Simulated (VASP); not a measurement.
Input of a VASP 6.6.1 run:

The input INCAR:

```
  ALGO = Normal
  EDIFF = 1E-7
  ENCUT = 520
  GGA = PE
  ISIF = 2
  ISMEAR = 0
  LASPH = T
  LCHARG = T
  LELF = T
  LREAL = F
  LVHAR = T
  LWAVE = F
  NBANDS = 14
  NELM = 100
  PREC = Accurate
  SIGMA = 0.01
```

The input KPOINTS:

```
k-points
0
Gamma
  8 8 8
```

The input POSCAR:

```
NaCl
1.0
    0.0000000000      2.8481696037      2.8481696037
    2.8481696037      0.0000000000      2.8481696037
    2.8481696037      2.8481696037      0.0000000000
Na Cl
1 1
Direct
    0.5000000000      0.5000000000      0.5000000000
    0.0000000000      0.0000000000      0.0000000000
```

Potentials or basis: VASP PAW PBE potentials, release 64 (Na_pv, Cl).

Launch:

```console
$ cat potpaw_PBE.64/Na_pv/POTCAR potpaw_PBE.64/Cl/POTCAR > POTCAR
$ mpirun -np 1 vasp_std > vasp.out
```

(1) Predict the band gap on the k mesh.

(2) What does it give for the pressure?

Results:

(1) 4.99 eV.

(2) 0.0 GPa.
